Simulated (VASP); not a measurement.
A run of VASP 6.6.1 is set up as follows.

File INCAR:

```
PREC = Accurate ; ENCUT = 520
EDIFF = 1E-6 ; ISMEAR = 0
SIGMA = 0.15 ; LREAL = False
LASPH = True ; NELM = 80
ALGO = Normal ; ISIF = 2
LWAVE = False ; LCHARG = True
LELF = True ; LVHAR = True
NBANDS = 32
```

File KPOINTS:

```
regular mesh
0
Gamma
  6 6 6
```

The input POSCAR:

```
ScZn3
1.0
    0.0000000000      3.1280780624      3.1280780624
    3.1280780624      0.0000000000      3.1280780624
    3.1280780624      3.1280780624      0.0000000000
Sc Zn
1 3
Direct
    0.0000000000      0.0000000000      0.0000000000
    0.2500000000      0.2500000000      0.2500000000
    0.7500000000      0.7500000000      0.7500000000
    0.5000000000      0.5000000000      0.5000000000
```

Potentials or basis: VASP PAW LDA potentials, release 64 (Sc_sv, Zn).

The run is started by

```console
$ cat potpaw_LDA.64/Sc_sv/POTCAR potpaw_LDA.64/Zn/POTCAR > POTCAR
$ mpirun -np 1 vasp_std > vasp.out
```

Task: Predict the pressure.

Result: -3.7 GPa.
